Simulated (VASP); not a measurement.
A run of VASP 6.6.1:

File POSCAR:

```
Li
1.0
   -1.7027894111      1.7027894111      1.7027894111
    1.7027894111     -1.7027894111      1.7027894111
    1.7027894111      1.7027894111     -1.7027894111
Li
1
Direct
    0.0000000000      0.0000000000      0.0000000000
```

INCAR.step1

```
  ALGO = Normal
  EDIFF = 1E-4
  ENCUT = 520
  GGA = PE
  ISMEAR = 0
  LASPH = True
  LCHARG = False
  LREAL = False
  LWAVE = True
  NBANDS = 8
  NELM = 60
  PREC = Accurate
  SIGMA = 0.1
```

INCAR.step2

```
  ALGO = Normal
  EDIFF = 1E-6
  ENCUT = 520
  ISIF = 2
  ISMEAR = 0
  ISTART = 1
  LASPH = True
  LCHARG = True
  LELF = True
  LMIXTAU = True
  LREAL = False
  LVHAR = True
  LWAVE = False
  METAGGA = R2SCAN
  NBANDS = 8
  NELM = 60
  PREC = Accurate
  SIGMA = 0.1
```

File KPOINTS:

```
k-points
0
Gamma
  16 16 16
```

Potentials or basis: VASP PAW PBE potentials, release 64 (Li_sv).

Command:

```console
$ cat potpaw_PBE.64/Li_sv/POTCAR > POTCAR
$ cp INCAR.step1 INCAR
$ mpirun -np 1 vasp_std > vasp.out
$ cp INCAR.step2 INCAR
$ mpirun -np 1 vasp_std > vasp.out
```

Hardware: 1 thread of AMD EPYC 9R45 96-Core Processor (Zen 5), on a shared host.

Question: Estimate the wall time of this run.

Answer: It took 53 s on 1 thread of AMD EPYC 9R45 96-Core Processor (Zen 5), on a shared host, peak memory 0.11 GiB. Counts: k points 145.
